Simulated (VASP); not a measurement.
# I (I4/mmm) in VASP: further runs

The runs below take I through single point, with PBE+D3(BJ).

Everything below comes from runs of VASP 6.6.1. Logs are shortened: lines on timing, memory, paths and dates and some standing lists are left out, and cuts for length are marked.

## 1. The cell of the first run

Symmetry: I4/mmm, No. 139, tetragonal system. Conventional cell: a = 4.540 Å, b = 4.540 Å, c = 3.541 Å, α = 90.00°, β = 90.00°, γ = 90.00°. I (site symmetry 4/mmm) has 14 I at 3.54 to 4.54 Å within 4.7 Å.

## 2. Single point, PBE+D3(BJ)

The input, INCAR:

```
SYSTEM = I
PREC = Accurate ; ENCUT = 520
EDIFF = 1E-6 ; ISMEAR = 0
SIGMA = 0.15 ; LREAL = .FALSE.
LASPH = .TRUE. ; NELM = 80
ALGO = Normal ; ISIF = 2
LWAVE = .FALSE. ; LCHARG = .FALSE.
GGA = PE ; IVDW = 12
NBANDS = 10
```

The input, KPOINTS:

```
Automatic mesh
0
G
  18 18 18
  0 0 0
```

The input, POSCAR:

```
I
1.0
   -2.2697862021      2.2697862021      1.7704332377
    2.2697862021     -2.2697862021      1.7704332377
    2.2697862021      2.2697862021     -1.7704332377
I
1
Direct
    0.0000000000      0.0000000000      0.0000000000
```

Potentials or basis: VASP PAW PBE potentials, release 64 (I).

Started as:

```console
> cat potpaw_PBE.64/I/POTCAR > POTCAR
> mpirun -np 1 vasp_std > vasp.out
```

OUTCAR:

```text
SYSTEM = I
   PREC = Accurate
   ENCUT = 520
   EDIFF = 1E-6
   ISMEAR = 0
   LREAL = .FALSE.
   LASPH = .TRUE.
   NELM = 80
   ISIF = 2
   GGA = PE
   IVDW = 12
 IVDW          = 12

 ion  position               nearest neighbor table
   1  0.000  0.000  0.000-

  LATTYP: Found a body centered tetragonal cell.
 ALAT       =     4.5395724042
 C/A-ratio  =     0.7800000000

  Lattice vectors:

 A1 = (  -2.2697862021,   2.2697862021,   1.7704332377)
 A2 = (   2.2697862021,  -2.2697862021,   1.7704332377)
 A3 = (   2.2697862021,   2.2697862021,  -1.7704332377)

Analysis of symmetry for initial positions (statically):
=====================================================================
 Subroutine PRICEL returns:
 Original cell was already a primitive cell.

 Routine SETGRP: Setting up the symmetry group for a
 body centered tetragonal supercell.

 Subroutine GETGRP returns: Found 16 space group operations
 (whereof 16 operations were pure point group operations)
 out of a pool of 16 trial point group operations.

The static configuration has the point symmetry D_4h.

Analysis of symmetry for dynamics (positions and initial velocities):
=====================================================================
 Subroutine PRICEL returns:
 Original cell was already a primitive cell.

 Routine SETGRP: Setting up the symmetry group for a
 body centered tetragonal supercell.

 Subroutine GETGRP returns: Found 16 space group operations
 (whereof 16 operations were pure point group operations)
 out of a pool of 16 trial point group operations.

The dynamic configuration has the point symmetry D_4h.

 Subroutine INISYM returns: Found 16 space group operations
 (whereof 16 operations are pure point group operations),
 and found     1 'primitive' translations

----------------------------------------------------------------------------------------

                                     Primitive cell

  volume of cell :      36.4846

  direct lattice vectors                    reciprocal lattice vectors
    -2.269786202  2.269786202  1.770433238     0.000000000  0.220285065  0.282416749
     2.269786202 -2.269786202  1.770433238     0.220285065  0.000000000  0.282416749
     2.269786202  2.269786202 -1.770433238     0.220285065  0.220285065  0.000000000

  length of vectors
     3.665827690  3.665827690  3.665827690     0.358168578  0.358168578  0.311530126

  position of ions in fractional coordinates (direct lattice)
     0.000000000  0.000000000  0.000000000

  ion indices of the primitive-cell ions
   primitive index   ion index
                 1           1

----------------------------------------------------------------------------------------

 KPOINTS: Automatic mesh

Automatic generation of k-mesh.
 Grid dimensions read from file:
 generate k-points for:   18   18   18

 Generating k-lattice:

  Cartesian coordinates                     Fractional coordinates (reciprocal lattice)
     0.000000000  0.012238059  0.015689819     0.055555556 -0.000000000  0.000000000
     0.012238059  0.000000000  0.015689819    -0.000000000  0.055555556  0.000000000
     0.012238059  0.012238059  0.000000000     0.000000000  0.000000000  0.055555556

  Length of vectors
     0.019898254  0.019898254  0.017307229

  Shift w.r.t. Gamma in fractional coordinates (k-lattice)
     0.000000000  0.000000000  0.000000000

 Subroutine IBZKPT returns following result:
 ===========================================

 Found    480 irreducible k-points:

 Following reciprocal coordinates:
            Coordinates               Weight
  0.000000  0.000000  0.000000      1.000000
  0.055556  0.000000 -0.000000      8.000000
  0.111111  0.000000 -0.000000      8.000000
  0.166667  0.000000  0.000000      8.000000
  0.222222  0.000000  0.000000      8.000000
  0.277778  0.000000 -0.000000      8.000000
[... 16 lines left out ...]
 -0.277778  0.055556  0.000000     16.000000
 -0.222222  0.055556 -0.000000     16.000000
 [... further k-points ...]
   k-points           NKPTS =    480   k-points in BZ     NKDIM =    480   number of bands    NBANDS=     10
   number of dos      NEDOS =    301   number of ions     NIONS =      1
   total plane-waves  NPLWV =  21952
   dimension x,y,z NGX =    28 NGY =   28 NGZ =   28
   dimension x,y,z NGXF=    56 NGYF=   56 NGZF=   56
   ions per type =               1
   NGX,Y,Z   is equivalent  to a cutoff of  12.70, 12.70, 12.70 a.u.
   NGXF,Y,Z  is equivalent  to a cutoff of  25.40, 25.40, 25.40 a.u.
 SYSTEM =  I
   PREC   = accura    normal or accurate (medium, high low for compatibility)
   ISTART =      0    job   : 0-new  1-cont  2-samecut
   ICHARG =      2    charge: 1-file 2-atom 10-const
   ISPIN  =      1    spin polarized calculation?
   LNONCOLLINEAR =      F non collinear calculations
   LSORBIT =      F    spin-orbit coupling
   LASPH  =      T    aspherical Exc in radial PAW
   ENCUT  =  520.0 eV  38.22 Ry    6.18 a.u.   6.82  6.82  6.82*2*pi/ulx,y,z
   NELM   =     80;   NELMIN=  2; NELMDL= -5     # of ELM steps
   EDIFF  = 0.1E-05   stopping-criterion for ELM
   LREAL  =      F    real-space projection
   EDIFFG = 0.1E-04   stopping-criterion for IOM
   NSW    =      0    number of steps for IOM
   IBRION =     -1    ionic relax: 0-MD 1-quasi-New 2-CG
   NFREE  =      0    steps in history (QN), initial steepest desc. (CG)
   ISIF   =      2    stress and relaxation
   ISYM   =      2    0-nonsym 1-usesym 2-fastsym
   POTIM  = 0.5000    time-step for ionic-motion
   TEBEG  =    0.0;   TEEND  =   0.0 temperature during run
   PSTRESS=    0.0 pullay stress
   NELECT =       7.0000    total number of electrons
   NUPDOWN=      -1.0000    fix difference up-down
   EMIN   =  10.00;   EMAX   =-10.00  energy-range for DOS
   EFERMI =   0.00;   METHOD = LEGACY
   ISMEAR =     0;   SIGMA  =   0.15  broadening in eV -4-tet -1-fermi 0-gaus
   EFERMI_NEDOS =   21; number of points for ismear=-14 and -15
   IALGO  =     38    algorithm
   IMIX   =      4    mixing-type and parameters
     AMIX     =   0.40;   BMIX     =  1.00
     AMIX_MAG =   1.60;   BMIX_MAG =  1.00
  volume/ion in A,a.u.               =      36.48       246.21
  Fermi-wavevector in a.u.,A,eV,Ry     =   0.944215  1.784308 12.130172  0.891543
  Thomas-Fermi vector in A             =   2.071998
   LORBIT       =      0    0 simple, 1 ext, 2 COOP (PROOUT), +10 PAW based schemes
   GGA     = PE    functional components
   LHFCALC =     F    Hartree Fock is set to
   AEXX    =    0.0000 exact exchange contribution
   IVDW    =    12    specifies the selected vdW correction
   LEPSILON=     F    determine dielectric tensor
   LRPA    =     F    only Hartree local field effects (RPA)
 non-spin polarized calculation
 Gauss-broadening in eV      SIGMA  =   0.15
  energy-cutoff  :      520.00
  volume of cell :       36.48
 maximum number of plane-waves:      1008
   NGX = 13   NGY = 13   NGZ = 13

 number of electron       7.0000001 magnetization

 Free energy of the ion-electron system (eV)
  ---------------------------------------------------
  ext. energy  EPLUGINS =         0.00000000
  ---------------------------------------------------
  free energy    TOTEN  =        -1.07035378 eV

  energy without entropy =       -1.05388708  energy(sigma->0) =       -1.06212043

 E-fermi :   4.0340     XC(G=0):  -8.8999

 val. band max:        4.0310277750   @ k =  -0.4444   0.1667   0.1111
 cond. band min:       4.0343324710   @ k =  -0.1111  -0.2222   0.0556
 fundamental gap:      0.0033046960
 Fermi energy:         4.0339532146

 k-point     1 :       0.0000    0.0000    0.0000
  band No.  band energies     occupation
      1      -9.2462      2.00000
      2       4.5533      0.00000
      3       4.5533      0.00000
      4       5.5160      0.00000
      5      10.7248      0.00000
      6      12.0275      0.00000
      7      14.3898      0.00000
      8      15.6153      0.00000
      9      15.6153      0.00000
     10      16.9261      0.00000

 k-point     2 :       0.0556    0.0000   -0.0000
  band No.  band energies     occupation
      1      -9.2081      2.00000
      2       4.4637      0.00005
      3       4.4966      0.00001
      4       5.3221      0.00000
      5      10.9187      0.00000
      6      12.1114      0.00000
      7      14.4570      0.00000
      8      15.1455      0.00000
      9      15.1531      0.00000
     10      17.4731      0.00000

 k-point     3 :       0.1111    0.0000   -0.0000
  band No.  band energies     occupation
      1      -9.0953      2.00000
      2       4.1235      0.39863
      3       4.3414      0.00375
      4       4.9263      0.00000
      5      11.3404      0.00000
      6      12.2733      0.00000
      7      14.1650      0.00000
      8      14.5906      0.00000
      9      15.1229      0.00000
     10      17.1352      0.00000

 k-point     4 :       0.1667    0.0000    0.0000
  band No.  band energies     occupation
      1      -8.9137      2.00000
      2       3.4508      2.00000
      3       4.1228      0.40196
      4       4.6162      0.00000
      5      11.5569      0.00000
      6      12.2387      0.00000
      7      13.9193      0.00000
      8      14.5264      0.00000
      9      15.7093      0.00000
     10      16.6691      0.00000
[... 222 lines left out ...]
 k-point    22 :      -0.3333    0.0556    0.0000
  band No.  band energies     occupation
      1      -8.2800      2.00000
      2       1.4686      2.00000
      3       3.3951      2.00000
      4       4.1199      0.41779
      5      10.6816      0.00000
      6      11.5391      0.00000
      7      15.3956      0.00000
      8      16.7507      0.00000
      9      17.1729      0.00000
     10      17.2363      0.00000

 k-point    23 :      -0.2778    0.0556    0.0000
  band No.  band energies     occupation
      1      -8.5661      2.00000
      2       2.2494      2.00000
      3       3.6463      1.99974
      4       4.3168      0.00766
      5      11.2192      0.00000
      6      11.9525      0.00000
      7      14.5784      0.00000
      8      16.0938      0.00000
      9      16.2800      0.00000
     10      17.0382      0.00000

 k-point    24 :      -0.2222    0.0556   -0.0000
  band No.  band energies     occupation
      1      -8.8199      2.00000
      2       2.9956      2.00000
      3       3.9682      1.46467
      4       4.5600      0.00000
      5      11.6670      0.00000
      6      12.3225      0.00000
      7      13.9564      0.00000
      8      15.2031      0.00000
      9      15.6967      0.00000
     10      17.1800      0.00000

 [... further k-points ...]

------------------------ aborting loop because EDIFF is reached ----------------------------------------

 Edisp (eV)   -0.36188

 E8    (eV) :    -0.1625

  FORCE on cell =-STRESS in cart. coord.  units (eV):
  Direction    XX          YY          ZZ          XY          YZ          ZX
  --------------------------------------------------------------------------------------
  -------------------------------------------------------------------------------------
  Total      -0.26066    -0.26066    -0.72130     0.00000     0.00000     0.00000
  in kB     -11.44655   -11.44655   -31.67490     0.00000     0.00000     0.00000
  external pressure =      -18.19 kB  Pullay stress =        0.00 kB

 VOLUME and BASIS-vectors are now :
 -----------------------------------------------------------------------------
  energy-cutoff  :      520.00
  volume of cell :       36.48
      direct lattice vectors                 reciprocal lattice vectors
    -2.269786202  2.269786202  1.770433238     0.000000000  0.220285065  0.282416749
     2.269786202 -2.269786202  1.770433238     0.220285065  0.000000000  0.282416749
     2.269786202  2.269786202 -1.770433238     0.220285065  0.220285065  0.000000000

 POSITION                                       TOTAL-FORCE (eV/Angst)
 -----------------------------------------------------------------------------------
      0.00000      0.00000      0.00000        -0.000000     -0.000000      0.000000
 -----------------------------------------------------------------------------------
    total drift:                                0.000000      0.000000      0.000000

  FREE ENERGIE OF THE ION-ELECTRON SYSTEM (eV)
  ---------------------------------------------------
  free  energy   TOTEN  =        -1.4322342003 eV

  energy  without entropy=       -1.4157675014  energy(sigma->0) =       -1.42400085
```

Run time: 1.8 min. Hardware: 1 thread of Intel Xeon 8259CL, shared host; peak memory 0.29 GiB.

What came out:

```
Free energy                : -1.4322 eV
Pressure                   : -1.8 GPa
Band gap on the k mesh     : zero (an odd number of electrons rules out a gap without spin polarisation)
Dispersion energy per atom : -0.362 eV
```

Stress tensor (GPa, compression positive):
```
-1.14  0.00  0.00
 0.00 -1.14  0.00
 0.00  0.00 -3.17
```

Levels at points of the mesh, in eV from the Fermi level:
```
           k point  band 1  band 2  band 3  band 4  band 5  band 6  band 7  band 8
(0.00, 0.00, 0.00)  -13.28    0.52    0.52    1.48    6.69    7.99   10.36   11.58
(0.50, 0.00, 0.00)  -11.60   -4.26   -0.87   -0.17    5.50    6.54   12.12   12.29
(0.50, 0.50, 0.00)  -12.22   -4.37    0.51    0.96    7.15    9.84   10.27   11.88
(0.50, 0.50, 0.50)  -11.29   -3.08   -3.08   -0.54    4.16    5.86   16.29   16.29
```

Caveat: spin-orbit coupling is left out, which moves the levels of the heavy elements; an odd number of electrons without spin polarisation forces a metal; a magnetic or distorted state may lie lower.

## 3. Single point, PBE+D3(BJ)

The input, INCAR:

```
PREC     = Accurate       # precision mode
ENCUT    = 520            # plane-wave cutoff, eV
EDIFF    = 1E-7           # SCF threshold, eV
ISMEAR   = 0              # smearing method
SIGMA    = 0.15           # smearing width, eV
LREAL    = F              # projectors in reciprocal space
LASPH    = T              # aspherical terms in the spheres
NELM     = 100            # most SCF steps
ALGO     = Normal         # electronic algorithm
ISIF     = 2              # what is computed and relaxed
LWAVE    = F              # write WAVECAR
LCHARG   = F              # write CHGCAR
GGA      = PE             # functional
IVDW     = 12             # dispersion correction
NBANDS   = 10             # bands
```

The input, KPOINTS:

```
Automatic mesh
0
Gamma
  18 18 18
```

The input, POSCAR:

```
I
1.0
   -1.9144118261      1.9144118261      2.4887353740
    1.9144118261     -1.9144118261      2.4887353740
    1.9144118261      1.9144118261     -2.4887353740
I
1
Direct
    0.0000000000      0.0000000000      0.0000000000
```

Potentials or basis: VASP PAW PBE potentials, release 64 (I).

Started as:

```console
> cat potpaw_PBE.64/I/POTCAR > POTCAR
> mpirun -np 1 vasp_std > vasp.out
```

Wall time 2 min (1 thread of Intel Xeon 8259CL, shared host); peak memory 0.3 GiB.

The run converged. Its results:

* Free energy: -1.4160 eV
* Pressure: -2.4 GPa
* Band gap on the k mesh: zero (an odd number of electrons rules out a gap without spin polarisation)
* Dispersion energy per atom: -0.363 eV

Stress tensor (GPa, compression positive):
```
-2.01  0.00  0.00
 0.00 -2.01  0.00
 0.00  0.00 -3.11
```

Levels at points of the mesh, in eV from the Fermi level:
| k point | band 2 | band 3 | band 4 | band 5 | band 6 | band 7 |
| --- | --- | --- | --- | --- | --- | --- |
| (0.00, 0.00, 0.00) | 0.90 | 0.92 | 0.92 | 6.95 | 9.49 | 9.49 |
| (0.50, 0.00, 0.00) | -4.25 | -0.03 | 0.50 | 6.47 | 8.62 | 9.85 |
| (0.50, 0.50, 0.00) | -3.91 | -1.10 | -0.62 | 5.10 | 5.93 | 15.62 |
| (0.50, 0.50, 0.50) | -3.61 | -1.43 | -1.43 | 4.69 | 5.46 | 16.17 |

Caveat: spin-orbit coupling is left out, which moves the levels of the heavy elements; an odd number of electrons without spin polarisation forces a metal; a magnetic or distorted state may lie lower.

## 4. Single point, PBE+D3(BJ)

The input, INCAR:

```
SYSTEM = I
PREC = Accurate ; ENCUT = 520
EDIFF = 1E-6 ; ISMEAR = 0
SIGMA = 0.15 ; LREAL = .False.
LASPH = .True. ; NELM = 60
ALGO = Normal ; ISIF = 2
LWAVE = .False. ; LCHARG = .True.
GGA = PE ; IVDW = 12
LELF = .True. ; LVHAR = .True.
NBANDS = 10
```

The input, KPOINTS:

```
regular mesh
0
Gamma
  18 18 18
  0 0 0
```

The input, POSCAR:

```
I
1.0
   -2.1482618204      2.1482618204      1.9764008748
    2.1482618204     -2.1482618204      1.9764008748
    2.1482618204      2.1482618204     -1.9764008748
I
1
Direct
    0.0000000000      0.0000000000      0.0000000000
```

Started as:

```console
> cat potpaw_PBE.64/I/POTCAR > POTCAR
> mpirun -np 1 vasp_std > vasp.out
```

Wall time 1.7 min (1 thread of Intel Xeon 8259CL, shared host); peak memory 0.3 GiB.

The run converged. Its results:

| Item | Value |
| --- | --- |
| Free energy | -1.4267 eV |
| Pressure | -2.0 GPa |
| Band gap on the k mesh | zero (an odd number of electrons rules out a gap without spin polarisation) |
| Dispersion energy per atom | -0.364 eV |

Stress tensor (GPa, compression positive):
```
-2.09  0.00  0.00
 0.00 -2.09  0.00
 0.00  0.00 -1.75
```

Levels at points of the mesh, in eV from the Fermi level:
| k point | band 2 | band 3 | band 4 | band 5 | band 6 | band 7 |
| --- | --- | --- | --- | --- | --- | --- |
| (0.00, 0.00, 0.00) | 0.75 | 0.75 | 0.92 | 6.84 | 9.11 | 10.21 |
| (0.50, 0.00, 0.00) | -4.25 | -0.87 | 0.30 | 5.64 | 6.94 | 12.67 |
| (0.50, 0.50, 0.00) | -4.35 | -0.44 | 0.76 | 6.16 | 7.95 | 12.16 |
| (0.50, 0.50, 0.50) | -2.74 | -2.74 | -1.94 | 4.40 | 4.87 | 16.07 |

Caveat: spin-orbit coupling is left out, which moves the levels of the heavy elements; an odd number of electrons without spin polarisation forces a metal; a magnetic or distorted state may lie lower.

## 5. Overview

| cell | gap on the mesh (eV) | pressure (GPa) |
| --- | --- | --- |
| a = 3.666 Å, angles 103.5, 103.5, 122.2°, 1 atom | none | -1.8 |
| a = 3.677 Å, angles 117.3, 117.3, 94.8°, 1 atom | none | -2.4 |
| a = 3.624 Å, angles 107.3, 107.3, 113.9°, 1 atom | none | -2.0 |

Alike in all rows: task single point; level PBE+D3(BJ); potentials or basis VASP PAW PBE potentials, release 64 (I); no spin polarisation; k mesh 18 × 18 × 18; cutoff (eV) 520; smearing gaussian 0.15 eV.

Caveats: spin-orbit coupling is left out, which moves the levels of the heavy elements; an odd number of electrons without spin polarisation forces a metal; a magnetic or distorted state may lie lower.

Total energies depend on the potentials used, so only differences within one code and one set of settings carry meaning.
